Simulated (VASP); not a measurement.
A run of VASP 6.6.1 is set up as follows.

File INCAR:

```
ALGO     = Normal         # electronic algorithm
EDIFF    = 1E-6           # SCF threshold, eV
ENCUT    = 520            # plane-wave cutoff, eV
GGA      = PE             # functional
ISIF     = 2              # what is computed and relaxed
ISMEAR   = 0              # smearing method
LASPH    = T              # aspherical terms in the spheres
LCHARG   = F              # write CHGCAR
LREAL    = F              # projectors in reciprocal space
LWAVE    = F              # write WAVECAR
NBANDS   = 14             # bands
NELM     = 80             # most SCF steps
PREC     = Accurate       # precision mode
SIGMA    = 0.15           # smearing width, eV
```

The input KPOINTS:

```
k-points
0
Gamma
  18 18 18
```

The input POSCAR:

```
ZrB
1.0
    0.0000000000      2.3250000000      2.3250000000
    2.3250000000      0.0000000000      2.3250000000
    2.3250000000      2.3250000000      0.0000000000
Zr B
1 1
Direct
    0.0000000000      0.0000000000      0.0000000000
    0.4731182796      0.4731182796      0.5268817204
```

Potentials or basis: VASP PAW PBE potentials, release 64 (Zr_sv, B).

Launch:

```bash
$ cat potpaw_PBE.64/Zr_sv/POTCAR potpaw_PBE.64/B/POTCAR > POTCAR
$ mpirun -np 1 vasp_std > vasp.out
```

Problem. What does it give for the pressure?

Solution. 35.9 GPa.

Problem. What does it give for the largest force?

Solution. 1.350 eV/Å.

Stress tensor (GPa, compression positive):
```
34.40  0.00  0.00
 0.00 34.40  0.00
 0.00  0.00 38.86
```

Caveat: the cell differs from its parent crystal (all B atoms moved +0.125 Å, as atom 2 towards its neighbour atom 1 (Zr) at 2.325 Å); forces of over 1 eV/Å act on the atoms, so gaps and moduli don't describe the material at rest.
